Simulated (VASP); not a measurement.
# LiY3 (I4/mmm) in VASP: single point with PBE+D3(BJ)

Aim: the single point of LiY3 with PBE+D3(BJ).

Program: VASP 6.6.1. These are calculated values, not measurements. Logs are shortened: lines on timing, memory, paths and dates and some standing lists are left out, and cuts for length are marked.

## 1. The cell of the first run

The structure is tetragonal, space group I4/mmm (No. 139). Conventional cell: a = 4.734 Å, b = 4.734 Å, c = 10.653 Å, α = 90.00°, β = 90.00°, γ = 90.00°. Li (site symmetry 4/mmm) has 12 Y at 3.35 to 3.56 Å within 4.4 Å. Within 4.4 Å of Y (site symmetry -4m2) lie 8 Y at 3.35 to 3.56 Å and 4 Li at 3.56 Å. Within 4.4 Å of Y (site symmetry 4/mmm) lie 4 Li at 3.35 Å and 8 Y at 3.56 Å.

## 2. Single point, PBE+D3(BJ)

INCAR

```
SYSTEM = LiY3
PREC = Accurate
ENCUT = 750
EDIFF = 1E-6
ISMEAR = -1
SIGMA = 0.1
LREAL = .False.
LASPH = .True.
NELM = 120
ALGO = Normal
ISIF = 2
LWAVE = .False.
LCHARG = .True.
GGA = PE
IVDW = 12
LELF = .True.
LVHAR = .True.
NBANDS = 26
GGA_COMPAT = .False.
```

KPOINTS

```
regular mesh
0
Gamma
  7 7 7
  0 0 0
```

POSCAR

```
LiY3
1.0
   -2.3671900000      2.3671900000      5.3266430000
    2.3671900000     -2.3671900000      5.3266430000
    2.3671900000      2.3671900000     -5.3266430000
Li Y
1 3
Direct
    0.0000000000      0.0000000000      0.0000000000
    0.7500000000      0.2500000000      0.5000000000
    0.2500000000      0.7500000000      0.5000000000
    0.5000000000      0.5000000000      0.0000000000
```

Potentials or basis: VASP PAW PBE potentials, release 64 (Li_sv, Y_sv).

Launch:

```bash
cat potpaw_PBE.64/Li_sv/POTCAR potpaw_PBE.64/Y_sv/POTCAR > POTCAR
mpirun -np 1 vasp_std > vasp.out
```

OUTCAR:

```text
SYSTEM = LiY3
   PREC = Accurate
   ENCUT = 750
   EDIFF = 1E-6
   ISMEAR = -1
   LREAL = .False.
   LASPH = .True.
   NELM = 120
   ISIF = 2
   GGA = PE
   IVDW = 12
 IVDW          = 12

 ion  position               nearest neighbor table
   1  0.000  0.000  0.000-   4 3.35   4 3.35   4 3.35   4 3.35
   2  0.750  0.250  0.500-   3 3.35   3 3.35   3 3.35   3 3.35   4 3.56   4 3.56   4 3.56   4 3.56

   3  0.250  0.750  0.500-   2 3.35   2 3.35   2 3.35   2 3.35   4 3.56   4 3.56   4 3.56   4 3.56

   4  0.500  0.500  0.000-   1 3.35   1 3.35   1 3.35   1 3.35   3 3.56   2 3.56   3 3.56   2 3.56
                             3 3.56   3 3.56   2 3.56   2 3.56

  LATTYP: Found a body centered tetragonal cell.
 ALAT       =     4.7343800000
 C/A-ratio  =     2.2501966467

  Lattice vectors:

 A1 = (  -2.3671900000,   2.3671900000,   5.3266430000)
 A2 = (   2.3671900000,  -2.3671900000,   5.3266430000)
 A3 = (   2.3671900000,   2.3671900000,  -5.3266430000)

Analysis of symmetry for initial positions (statically):
=====================================================================
 Subroutine PRICEL returns:
 Original cell was already a primitive cell.

 Routine SETGRP: Setting up the symmetry group for a
 body centered tetragonal supercell.

 Subroutine GETGRP returns: Found 16 space group operations
 (whereof 16 operations were pure point group operations)
 out of a pool of 16 trial point group operations.

The static configuration has the point symmetry D_4h.

Analysis of symmetry for dynamics (positions and initial velocities):
=====================================================================
 Subroutine PRICEL returns:
 Original cell was already a primitive cell.

 Routine SETGRP: Setting up the symmetry group for a
 body centered tetragonal supercell.

 Subroutine GETGRP returns: Found 16 space group operations
 (whereof 16 operations were pure point group operations)
 out of a pool of 16 trial point group operations.

The dynamic configuration has the point symmetry D_4h.

 Subroutine INISYM returns: Found 16 space group operations
 (whereof 16 operations are pure point group operations),
 and found     1 'primitive' translations

----------------------------------------------------------------------------------------

                                     Primitive cell

  volume of cell :     119.3933

  direct lattice vectors                    reciprocal lattice vectors
    -2.367190000  2.367190000  5.326643000     0.000000000  0.211220899  0.093867751
     2.367190000 -2.367190000  5.326643000     0.211220899  0.000000000  0.093867751
     2.367190000  2.367190000 -5.326643000     0.211220899  0.211220899  0.000000000

  length of vectors
     6.291287836  6.291287836  6.291287836     0.231139401  0.231139401  0.298711460

  position of ions in fractional coordinates (direct lattice)
     0.000000000  0.000000000  0.000000000
     0.750000000  0.250000000  0.500000000
     0.250000000  0.750000000  0.500000000
     0.500000000  0.500000000  0.000000000

  ion indices of the primitive-cell ions
   primitive index   ion index
                 1           1
                 2           2
                 3           3
                 4           4

----------------------------------------------------------------------------------------

 KPOINTS: regular mesh

Automatic generation of k-mesh.
 Grid dimensions read from file:
 generate k-points for:    7    7    7

 Generating k-lattice:

  Cartesian coordinates                     Fractional coordinates (reciprocal lattice)
     0.000000000  0.030174414  0.013409679     0.142857143 -0.000000000  0.000000000
     0.030174414  0.000000000  0.013409679    -0.000000000  0.142857143  0.000000000
     0.030174414  0.030174414  0.000000000     0.000000000  0.000000000  0.142857143

  Length of vectors
     0.033019914  0.033019914  0.042673066

  Shift w.r.t. Gamma in fractional coordinates (k-lattice)
     0.000000000  0.000000000  0.000000000

 Subroutine IBZKPT returns following result:
 ===========================================

 Found     40 irreducible k-points:

 Following reciprocal coordinates:
            Coordinates               Weight
  0.000000  0.000000  0.000000      1.000000
  0.142857  0.000000  0.000000      8.000000
  0.285714  0.000000  0.000000      8.000000
  0.428571  0.000000  0.000000      8.000000
  0.142857  0.142857  0.000000      8.000000
  0.285714  0.142857 -0.000000     16.000000
[... 16 lines left out ...]
 -0.142857  0.285714  0.142857      8.000000
 -0.428571  0.428571  0.142857      8.000000
 [... further k-points ...]
   k-points           NKPTS =     40   k-points in BZ     NKDIM =     40   number of bands    NBANDS=     26
   number of dos      NEDOS =    301   number of ions     NIONS =      4
   total plane-waves  NPLWV = 175616
   dimension x,y,z NGX =    56 NGY =   56 NGZ =   56
   dimension x,y,z NGXF=   112 NGYF=  112 NGZF=  112
   ions per type =               1   3
   NGX,Y,Z   is equivalent  to a cutoff of  14.80, 14.80, 14.80 a.u.
   NGXF,Y,Z  is equivalent  to a cutoff of  29.60, 29.60, 29.60 a.u.
 SYSTEM =  LiY3
   PREC   = accura    normal or accurate (medium, high low for compatibility)
   ISTART =      0    job   : 0-new  1-cont  2-samecut
   ICHARG =      2    charge: 1-file 2-atom 10-const
   ISPIN  =      1    spin polarized calculation?
   LNONCOLLINEAR =      F non collinear calculations
   LSORBIT =      F    spin-orbit coupling
   LASPH  =      T    aspherical Exc in radial PAW
   ENCUT  =  750.0 eV  55.12 Ry    7.42 a.u.  14.05 14.05 14.05*2*pi/ulx,y,z
   NELM   =    120;   NELMIN=  2; NELMDL= -5     # of ELM steps
   EDIFF  = 0.1E-05   stopping-criterion for ELM
   LREAL  =      F    real-space projection
   EDIFFG = 0.1E-04   stopping-criterion for IOM
   NSW    =      0    number of steps for IOM
   IBRION =     -1    ionic relax: 0-MD 1-quasi-New 2-CG
   NFREE  =      0    steps in history (QN), initial steepest desc. (CG)
   ISIF   =      2    stress and relaxation
   ISYM   =      2    0-nonsym 1-usesym 2-fastsym
   POTIM  = 0.5000    time-step for ionic-motion
   TEBEG  =    0.0;   TEEND  =   0.0 temperature during run
   PSTRESS=    0.0 pullay stress
   NELECT =      36.0000    total number of electrons
   NUPDOWN=      -1.0000    fix difference up-down
   EMIN   =  10.00;   EMAX   =-10.00  energy-range for DOS
   EFERMI =   0.00;   METHOD = LEGACY
   ISMEAR =    -1;   SIGMA  =   0.10  broadening in eV -4-tet -1-fermi 0-gaus
   EFERMI_NEDOS =   21; number of points for ismear=-14 and -15
   IALGO  =     38    algorithm
   IMIX   =      4    mixing-type and parameters
     AMIX     =   0.40;   BMIX     =  1.00
     AMIX_MAG =   1.60;   BMIX_MAG =  1.00
  volume/ion in A,a.u.               =      29.85       201.43
  Fermi-wavevector in a.u.,A,eV,Ry     =   1.097781  2.074505 16.396697  1.205123
  Thomas-Fermi vector in A             =   2.234147
   LORBIT       =      0    0 simple, 1 ext, 2 COOP (PROOUT), +10 PAW based schemes
   GGA     = PE    functional components
   LHFCALC =     F    Hartree Fock is set to
   AEXX    =    0.0000 exact exchange contribution
   IVDW    =    12    specifies the selected vdW correction
   LEPSILON=     F    determine dielectric tensor
   LRPA    =     F    only Hartree local field effects (RPA)
 non-spin polarized calculation
  energy-cutoff  :      750.00
  volume of cell :      119.39
 maximum number of plane-waves:      5601
   NGX = 29   NGY = 29   NGZ = 29

 number of electron      36.0000000 magnetization

 Free energy of the ion-electron system (eV)
  ---------------------------------------------------
  ext. energy  EPLUGINS =         0.00000000
  ---------------------------------------------------
  free energy    TOTEN  =       -20.53813344 eV

  energy without entropy =      -20.31457358  energy(sigma->0) =      -20.42635351

 E-fermi :   2.5384     XC(G=0):  -9.0012

 val. band max:        2.5377280878   @ k =   0.1429   0.1429   0.0000
 cond. band min:       2.5607058671   @ k =   0.2857   0.0000   0.0000
 fundamental gap:      0.0229777793
 Fermi energy:         2.5384052754

 k-point     1 :       0.0000    0.0000    0.0000
  band No.  band energies     occupation
      1     -43.1853      2.00000
      2     -40.3059      2.00000
      3     -40.1883      2.00000
      4     -40.1005      2.00000
      5     -20.4367      2.00000
      6     -20.4001      2.00000
[... 18 lines left out ...]
     25       5.3506      0.00000
     26       5.3651      0.00000

 k-point     2 :       0.1429    0.0000    0.0000
  band No.  band energies     occupation
      1     -43.1853      2.00000
      2     -40.3042      2.00000
      3     -40.1850      2.00000
      4     -40.1053      2.00000
      5     -20.4427      2.00000
      6     -20.3838      2.00000
[... 18 lines left out ...]
     25       5.4102      0.00000
     26       5.6228      0.00000

 k-point     3 :       0.2857    0.0000    0.0000
  band No.  band energies     occupation
      1     -43.1853      2.00000
      2     -40.3006      2.00000
      3     -40.1749      2.00000
      4     -40.1187      2.00000
      5     -20.4207      2.00000
      6     -20.3616      2.00000
[... 18 lines left out ...]
     25       5.4764      0.00000
     26       5.8864      0.00000

 k-point     4 :       0.4286    0.0000    0.0000
  band No.  band energies     occupation
      1     -43.1853      2.00000
      2     -40.2980      2.00000
      3     -40.1583      2.00000
      4     -40.1378      2.00000
      5     -20.3949      2.00000
      6     -20.3505      2.00000
[... 18 lines left out ...]
     25       5.2732      0.00000
     26       5.3294      0.00000
[... 496 lines left out ...]
      1     -43.1853      2.00000
      2     -40.2981      2.00000
      3     -40.1564      2.00000
      4     -40.1392      2.00000
      5     -20.4447      2.00000
      6     -20.3732      2.00000
[... 18 lines left out ...]
     25       5.2612      0.00000
     26       5.5500      0.00000

 k-point    23 :      -0.1429    0.2857    0.1429
  band No.  band energies     occupation
      1     -43.1853      2.00000
      2     -40.2986      2.00000
      3     -40.1573      2.00000
      4     -40.1382      2.00000
      5     -20.3964      2.00000
      6     -20.3604      2.00000
[... 18 lines left out ...]
     25       5.1630      0.00000
     26       5.3621      0.00000

 k-point    24 :      -0.4286    0.4286    0.1429
  band No.  band energies     occupation
      1     -43.1853      2.00000
      2     -40.2959      2.00000
      3     -40.1556      2.00000
      4     -40.1418      2.00000
      5     -20.4699      2.00000
      6     -20.4587      2.00000
[... 18 lines left out ...]
     25       5.2931      0.00000
     26       5.7179      0.00000

 [... further k-points ...]

------------------------ aborting loop because EDIFF is reached ----------------------------------------

 Edisp (eV)   -1.16793

 E8    (eV) :    -0.5979

  FORCE on cell =-STRESS in cart. coord.  units (eV):
  Direction    XX          YY          ZZ          XY          YZ          ZX
  --------------------------------------------------------------------------------------
  -------------------------------------------------------------------------------------
  Total      -1.01086    -1.01086    -1.42290     0.00000     0.00000     0.00000
  in kB     -13.56510   -13.56510   -19.09438     0.00000     0.00000     0.00000
  external pressure =      -15.41 kB  Pullay stress =        0.00 kB

 VOLUME and BASIS-vectors are now :
 -----------------------------------------------------------------------------
  energy-cutoff  :      750.00
  volume of cell :      119.39
      direct lattice vectors                 reciprocal lattice vectors
    -2.367190000  2.367190000  5.326643000     0.000000000  0.211220899  0.093867751
     2.367190000 -2.367190000  5.326643000     0.211220899  0.000000000  0.093867751
     2.367190000  2.367190000 -5.326643000     0.211220899  0.211220899  0.000000000

 POSITION                                       TOTAL-FORCE (eV/Angst)
 -----------------------------------------------------------------------------------
      0.00000      0.00000      0.00000        -0.000000      0.000000      0.000000
      0.00000      2.36719      2.66332        -0.000000      0.000000     -0.000000
      2.36719      0.00000      2.66332         0.000000     -0.000000     -0.000000
      0.00000      0.00000      5.32664        -0.000000      0.000000      0.000000
 -----------------------------------------------------------------------------------
    total drift:                               -0.000000     -0.000000      0.000000

  FREE ENERGIE OF THE ION-ELECTRON SYSTEM (eV)
  ---------------------------------------------------
  free  energy   TOTEN  =       -21.7060660142 eV

  energy  without entropy=      -21.4825061597  energy(sigma->0) =      -21.59428609
```

It took 5.2 min on 1 thread of Intel Xeon Platinum 8375C at 2.90GHz (Ice Lake), shared host; peak memory 0.54 GiB.

Results:

| Quantity | Value |
| --- | --- |
| Free energy | -21.7061 eV |
| Pressure | -1.5 GPa |
| Band gap on the k mesh | zero (bands 18 and 19 overlap by 0.44 eV) |
| Dispersion energy per atom | -0.292 eV |

Stress tensor (GPa, compression positive):
```
-1.36  0.00  0.00
 0.00 -1.36  0.00
 0.00  0.00 -1.91
```

Caveat: three body term missing.
